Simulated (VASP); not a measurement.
# Si5C (P-6m2) in VASP: further runs

Si5C is run at these levels: PBE; tasks: relaxation of cell and atoms, single point.

Everything below comes from runs of VASP 6.6.1. Logs are shortened: lines on timing, memory, paths and dates and some standing lists are left out, and cuts for length are marked.

### 1 The cell of the first run

The structure is hexagonal, space group P-6m2 (No. 187). The conventional cell has a = 2.777 Å, b = 2.777 Å, c = 13.300 Å, α = 90.00°, β = 90.00°, γ = 120.00°. Si (site symmetry 3m) has 9 Si at 2.74 to 2.78 Å and 3 C at 2.74 Å within 3.6 Å. Si (site symmetry -6m2) has 12 Si at 2.74 to 2.78 Å within 3.6 Å. Si (site symmetry 3m) has 12 Si at 2.74 to 2.78 Å within 3.6 Å. Within 3.6 Å of C (site symmetry -6m2) lie 6 Si at 2.74 Å and 6 C at 2.78 Å.

### 2 Relaxation of cell and atoms, PBE

The input, INCAR:

```
PREC = Accurate
ENCUT = 600
EDIFF = 1E-7
ISMEAR = 0
SIGMA = 0.1
LREAL = F
LASPH = T
NELM = 100
ALGO = Normal
ISIF = 3
LWAVE = F
LCHARG = F
GGA = PE
IBRION = 2
NSW = 90
EDIFFG = -0.04
```

The input, KPOINTS:

```
Automatic mesh
0
Gamma
  6 6 2
```

The input, POSCAR:

```
Si5C
1.0
    2.7765106600      0.0000000000      0.0000000000
   -1.3882553300      2.4045287700      0.0000000000
    0.0000000000      0.0000000000     13.3001225800
Si C
5 1
Direct
    0.3333333300      0.6666666700      0.8333333300
    0.3333333300      0.6666666700      0.1666666700
    0.3333333300      0.6666666700      0.5000000000
    0.6666666700      0.3333333300      0.3333333300
    0.6666666700      0.3333333300      0.6666666700
    0.6666666700      0.3333333300      0.0000000000
```

Potentials or basis: VASP PAW PBE potentials, release 64 (Si, C).

Command:

```console
$ cat potpaw_PBE.64/Si/POTCAR potpaw_PBE.64/C/POTCAR > POTCAR
$ mpirun -np 1 vasp_std > vasp.out
```

OUTCAR:

```text
PREC = Accurate
   ENCUT = 600
   EDIFF = 1E-7
   ISMEAR = 0
   LREAL = F
   LASPH = T
   NELM = 100
   ISIF = 3
   GGA = PE
   IBRION = 2
   NSW = 90
   EDIFFG = -0.04

 ion  position               nearest neighbor table
   1  0.333  0.667  0.833-   5 2.74   5 2.74   5 2.74
   2  0.333  0.667  0.167-   4 2.74   4 2.74   4 2.74
   3  0.333  0.667  0.500-   4 2.74   5 2.74   4 2.74   5 2.74   4 2.74   5 2.74
   4  0.667  0.333  0.333-   2 2.74   2 2.74   2 2.74   3 2.74   3 2.74   3 2.74
   5  0.667  0.333  0.667-   1 2.74   1 2.74   1 2.74   3 2.74   3 2.74   3 2.74
   6  0.667  0.333  0.000-

  LATTYP: Found a hexagonal cell.
 ALAT       =     2.7765106600
 C/A-ratio  =     4.7902292513

  Lattice vectors:

 A1 = (   2.7765106600,   0.0000000000,   0.0000000000)
 A2 = (  -1.3882553300,   2.4045287700,   0.0000000000)
 A3 = (   0.0000000000,   0.0000000000,  13.3001225800)

Analysis of symmetry for initial positions (statically):
=====================================================================
 Subroutine PRICEL returns:
 Original cell was already a primitive cell.

 Routine SETGRP: Setting up the symmetry group for a
 hexagonal supercell.

 Subroutine GETGRP returns: Found 12 space group operations
 (whereof 12 operations were pure point group operations)
 out of a pool of 24 trial point group operations.

The static configuration has the point symmetry D_3h.

Analysis of symmetry for dynamics (positions and initial velocities):
=====================================================================
 Subroutine PRICEL returns:
 Original cell was already a primitive cell.

 Routine SETGRP: Setting up the symmetry group for a
 hexagonal supercell.

 Subroutine GETGRP returns: Found 12 space group operations
 (whereof 12 operations were pure point group operations)
 out of a pool of 24 trial point group operations.

The dynamic configuration has the point symmetry D_3h.

 Subroutine INISYM returns: Found 12 space group operations
 (whereof 12 operations are pure point group operations),
 and found     1 'primitive' translations

----------------------------------------------------------------------------------------

                                     Primitive cell

[... 101 lines left out ...]
   EFERMI =   0.00;   METHOD = LEGACY
   ISMEAR =     0;   SIGMA  =   0.10  broadening in eV -4-tet -1-fermi 0-gaus
   EFERMI_NEDOS =   21; number of points for ismear=-14 and -15
   IALGO  =     38    algorithm
   IMIX   =      4    mixing-type and parameters
     AMIX     =   0.40;   BMIX     =  1.00
     AMIX_MAG =   1.60;   BMIX_MAG =  1.00
  volume/ion in A,a.u.               =      14.80        99.87
  Fermi-wavevector in a.u.,A,eV,Ry     =   1.058482  2.000241 15.243760  1.120385
  Thomas-Fermi vector in A             =   2.193793
   LORBIT       =      0    0 simple, 1 ext, 2 COOP (PROOUT), +10 PAW based schemes
   GGA     = PE    functional components
   LHFCALC =     F    Hartree Fock is set to
   AEXX    =    0.0000 exact exchange contribution
   IVDW    =     0    specifies the selected vdW correction
   LEPSILON=     F    determine dielectric tensor
   LRPA    =     F    only Hartree local field effects (RPA)
 conjugate gradient relaxation of ions
 non-spin polarized calculation
 Gauss-broadening in eV      SIGMA  =   0.10
  energy-cutoff  :      600.00
  volume of cell :       88.79
 maximum number of plane-waves:      3018
 NGX is ok and might be reduce to    24
   NGX = 11   NGY = 11   NGZ = 53

--------------------------------------- Ionic step        1  -------------------------------------------

 number of electron      24.0000001 magnetization

 Free energy of the ion-electron system (eV)
  ---------------------------------------------------
  ext. energy  EPLUGINS =         0.00000000
  ---------------------------------------------------
  free energy    TOTEN  =       -28.56386413 eV

  energy without entropy =      -28.55358749  energy(sigma->0) =      -28.55872581

------------------------ aborting loop because EDIFF is reached ----------------------------------------

  FORCE on cell =-STRESS in cart. coord.  units (eV):
  Direction    XX          YY          ZZ          XY          YZ          ZX
  --------------------------------------------------------------------------------------
  -------------------------------------------------------------------------------------
  Total       -2.0422091     -2.0422091     -9.7158113      0.0000000      0.0000000      0.0000000
  in kB      -36.8490093    -36.8490094   -175.3091908      0.0000000      0.0000000      0.0000000
  external PRESSURE =     -83.0024032 kB  Pullay stress =       0.0000000 kB
[... 101 lines left out ...]
  FREE ENERGIE OF THE ION-ELECTRON SYSTEM (eV)
  ---------------------------------------------------
  free  energy   TOTEN  =       -29.2698671526 eV

  energy  without entropy=      -29.2526454981  energy(sigma->0) =      -29.26125633

 E-fermi :   9.8128     XC(G=0): -11.2708

 val. band max:        9.7924689701   @ k =   0.3333   0.0000   0.0000
 cond. band min:       9.8227327942   @ k =   0.0000   0.0000   0.5000
 fundamental gap:      0.0302638240
 Fermi energy:         9.8127781513

 k-point     1 :       0.0000    0.0000    0.0000
  band No.  band energies     occupation
      1      -6.5940      2.00000
      2      -3.8964      2.00000
      3      -2.8574      2.00000
      4       0.0184      2.00000
      5       0.5366      2.00000
      6       5.7081      2.00000
[... 243 lines left out ...]
      3       2.4784      2.00000
      4       2.5665      2.00000
      5       2.6796      2.00000
      6       3.9624      2.00000
[... 8 lines left out ...]
     15       9.2167      2.00000
     16      10.9281      0.00000

[... ionic steps 4 to 19 ...]

--------------------------------------- Ionic step       20  -------------------------------------------

 number of electron      24.0000001 magnetization

------------------------ aborting loop because EDIFF is reached ----------------------------------------
[... 75 lines left out ...]
--------------------------------------- Ionic step       22  -------------------------------------------

 number of electron      24.0000001 magnetization

 Free energy of the ion-electron system (eV)
  ---------------------------------------------------
  ext. energy  EPLUGINS =         0.00000000
  ---------------------------------------------------
  free energy    TOTEN  =       -32.45453727 eV

  energy without entropy =      -32.43504228  energy(sigma->0) =      -32.44478978

 E-fermi :  10.0443     XC(G=0): -11.3591

 val. band max:       10.0296712802   @ k =   0.3333   0.1667   0.5000
 cond. band min:      10.2043238592   @ k =   0.3333   0.0000   0.0000
 fundamental gap:      0.1746525790
 Fermi energy:        10.0442557331

 k-point     1 :       0.0000    0.0000    0.0000
  band No.  band energies     occupation
      1      -6.4394      2.00000
      2      -3.5632      2.00000
      3      -2.9172      2.00000
      4       0.4059      2.00000
      5       0.5685      2.00000
      6       6.0497      2.00000
[... 288 lines left out ...]
  FREE ENERGIE OF THE ION-ELECTRON SYSTEM (eV)
  ---------------------------------------------------
  free  energy   TOTEN  =       -32.4545372683 eV

  energy  without entropy=      -32.4350422844  energy(sigma->0) =      -32.44478978

 reached required accuracy - stopping structural energy minimisation
```

It took 5.9 min on 1 thread of Intel Xeon Platinum 8488C (Sapphire Rapids), shared host; peak memory 0.24 GiB.

Results:

* Free energy: -32.4545 eV
* Relaxed volume: 12.89 Å³/atom
* Relaxed cell: a = 2.947 Å, b = 2.947 Å, c = 10.281 Å, α = 90.00°, β = 90.00°, γ = 120.00°
* Space group after relaxing (to 0.05 Å): P-6m2 (No. 187)
* Energy gained by relaxing: 648.4 meV/atom
* Ionic steps: 22
* Pressure after relaxing: 0.0 GPa
* Largest force after relaxing: 0.020 eV/Å
* Band gap on the k mesh: zero (band 12 reaches 15.20 eV, above the bottom of band 13 at 7.59 eV)

Forces in eV/Å, atoms in the order of the input:
```
Si   0.000  0.000  0.020
Si   0.000  0.000 -0.020
Si   0.000  0.000  0.000
Si   0.000  0.000 -0.009
Si   0.000  0.000  0.009
C    0.000  0.000  0.000
```

Stress tensor (GPa, compression positive):
```
-0.15  0.00  0.00
 0.00 -0.15  0.00
 0.00  0.00  0.19
```

The path:
```
step  energy change (eV)  largest force (eV/Å)  pressure (GPa)  volume (Å³)
   1              0.0000                1.3530           -8.30        88.79
   2             -0.6327                1.9138           -0.30        79.19
   3             -0.7060                2.1434           10.83        71.78
   4             -0.7451                2.0014            3.93        75.43
   5             -0.7538                2.0717            6.10        74.22
   6             -1.4641                2.4072            4.75        74.19
   7             -2.2781                7.1407           19.91        73.18
   8             -2.1727                2.8215            3.89        74.05
   9             -3.2342                1.9917            7.29        73.71
  10             -3.3249                2.3081           11.73        73.47
  11             -3.3700                2.1364            9.41        73.58
  12             -3.3626                3.9068            1.03        80.78
  13             -3.6054                1.6682            4.36        77.12
  14             -3.7297                0.5616           -5.68        81.74
  15             -3.7677                0.6024           -2.78        80.15
  16             -3.8352                0.4660           -1.71        78.93
  17             -3.8759                0.1844            2.06        75.94
  18             -3.8878                0.1402            0.66        77.00
  19             -3.8880                0.1059            0.83        76.86
  20             -3.8887                0.2344           -0.24        77.33
  21             -3.8901                0.0829            0.23        77.12
  22             -3.8907                0.0202           -0.03        77.33
```

Final structure:
```yaml
crystal:
  lattice:
    - [2.94710, 0.00000, 0.00000]
    - [-1.47355, 2.55226, 0.00000]
    - [0.00000, 0.00000, 10.28146]
  atoms:
    - { symbol: Si, position: [0.33333, 0.66667, 0.88130] }
    - { symbol: Si, position: [0.33333, 0.66667, 0.11870] }
    - { symbol: Si, position: [0.33333, 0.66667, 0.50000] }
    - { symbol: Si, position: [0.66667, 0.33333, 0.31395] }
    - { symbol: Si, position: [0.66667, 0.33333, 0.68605] }
    - { symbol: C, position: [0.66667, 0.33333, 0.00000] }
```

Caveat: the k points lie up to 0.41 Å⁻¹ apart in the final cell.

### 3 Single point, PBE, collinear spin, ferromagnetic start

This run uses another cell than the first one, of 13.37 Å³/atom, 0.903 times its volume.

The input, INCAR:

```
SYSTEM = Si5C
ALGO     = Normal         ! electronic algorithm
EDIFF    = 1E-6           ! SCF threshold, eV
ENCUT    = 520            ! plane-wave cutoff, eV
GGA      = PE             ! functional
ISIF     = 2              ! what is computed and relaxed
ISMEAR   = 0              ! smearing method
ISPIN    = 2              ! spin polarisation
LASPH    = .TRUE.         ! aspherical terms in the spheres
LCHARG   = .FALSE.        ! write CHGCAR
LORBIT   = 11             ! projections on sites
LREAL    = .FALSE.        ! projectors in reciprocal space
LWAVE    = .FALSE.        ! write WAVECAR
MAGMOM   = 0 0 0 0 0 1    ! initial moments
NBANDS   = 25             ! bands
NELM     = 150            ! most SCF steps
PREC     = Accurate       ! precision mode
SIGMA    = 0.1            ! smearing width, eV
```

The input, KPOINTS:

```
k-points
0
G
  6 6 2
  0 0 0
```

The input, POSCAR:

```
Si5C
1.0
    2.7712274392      0.0000000000      0.0000000000
   -1.3856137196      2.3999533621      0.0000000000
    0.0000000000      0.0000000000     12.0602525983
Si C
5 1
Direct
    0.3333333333      0.6666666667      0.8996445590
    0.3333333333      0.6666666667      0.1003554410
    0.3333333333      0.6666666667      0.5000000000
    0.6666666667      0.3333333333      0.3087497425
    0.6666666667      0.3333333333      0.6912502575
    0.6666666667      0.3333333333      0.0000000000
```

Potentials or basis: VASP PAW PBE potentials, release 64 (Si, C).

Command:

```console
$ cat potpaw_PBE.64/Si/POTCAR potpaw_PBE.64/C/POTCAR > POTCAR
$ mpirun -np 1 vasp_std > vasp.out
```

It took 58 s on 1 thread of Intel Xeon Platinum 8488C (Sapphire Rapids), shared host; peak memory 0.26 GiB.

Results (log left out):

```
Free energy                                           : -32.1566 eV
Pressure                                              : -0.1 GPa
Largest force                                         : 0.006 eV/Å
Band gap on the k mesh                                : zero (filled and empty bands overlap)
Net moment                                            : 0.00 μB per cell
Valence electrons inside the program's atomic spheres : Si 1.56, 1.53, 1.51; C 2.50
```

Forces in eV/Å, atoms in the order of the input:
```
Si   0.000  0.000 -0.006
Si   0.000  0.000  0.006
Si   0.000  0.000  0.000
Si   0.000  0.000  0.003
Si   0.000  0.000 -0.003
C    0.000  0.000  0.000
```

Stress tensor (GPa, compression positive):
```
 0.16  0.00  0.00
 0.00  0.16  0.00
 0.00  0.00 -0.48
```

Levels at points of the mesh, in eV from the Fermi level:
Spin up:
| k point | band 8 | band 9 | band 10 | band 11 | band 12 | band 13 | band 14 | band 15 | band 16 | band 17 |
| --- | --- | --- | --- | --- | --- | --- | --- | --- | --- | --- |
| (0.00, 0.00, 0.00) | -0.44 | -0.44 | -0.12 | 1.00 | 6.76 | 6.84 | 7.82 | 7.82 | 8.50 | 8.50 |
| (0.50, 0.00, 0.00) | -4.36 | -4.03 | -3.68 | -2.94 | -0.70 | -0.29 | 0.09 | 1.67 | 3.36 | 3.80 |
| (0.00, 0.00, 0.50) | -2.68 | -0.44 | -0.44 | 3.14 | 5.09 | 6.85 | 7.82 | 7.82 | 8.41 | 8.41 |
| (0.50, 0.00, 0.50) | -5.19 | -3.44 | -2.94 | -2.34 | -2.29 | -1.24 | 1.79 | 2.52 | 2.73 | 3.72 |
Spin down:
| k point | band 10 | band 11 | band 12 | band 13 | band 14 | band 15 |
| --- | --- | --- | --- | --- | --- | --- |
| (0.00, 0.00, 0.00) | -0.12 | 1.00 | 6.76 | 6.84 | 7.82 | 7.82 |
| (0.50, 0.00, 0.00) | -3.68 | -2.94 | -0.70 | -0.29 | 0.09 | 1.67 |
| (0.00, 0.00, 0.50) | -0.44 | 3.14 | 5.09 | 6.85 | 7.82 | 7.82 |
| (0.50, 0.00, 0.50) | -2.94 | -2.34 | -2.29 | -1.24 | 1.79 | 2.52 |

Caveat: the k points lie up to 0.44 Å⁻¹ apart.

(Part 1 of 2 ends here.)
